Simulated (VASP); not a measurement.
A run of VASP 6.6.1 is set up as follows.

File INCAR:

```
SYSTEM = Rb
ALGO = Normal
EDIFF = 1E-6
ENCUT = 520
GGA = PE
ISIF = 2
ISMEAR = -1
LASPH = .TRUE.
LCHARG = .FALSE.
LREAL = .FALSE.
LWAVE = .FALSE.
NBANDS = 10
NELM = 80
PREC = Accurate
SIGMA = 0.08
```

The input KPOINTS:

```
k-points
0
G
  13 13 13
  0 0 0
```

File POSCAR:

```
Rb
1.0
   -2.1428066478      2.1428066478      2.1428066478
    2.1428066478     -2.1428066478      2.1428066478
    2.1428066478      2.1428066478     -2.1428066478
Rb
1
Direct
    0.0000000000      0.0000000000      0.0000000000
```

Potentials or basis: VASP PAW PBE potentials, release 64 (Rb_sv).

Run with:

```sh
$ cat potpaw_PBE.64/Rb_sv/POTCAR > POTCAR
$ mpirun -np 1 vasp_std > vasp.out
```

Question: Estimate the pressure.

Answer: 10.0 GPa.
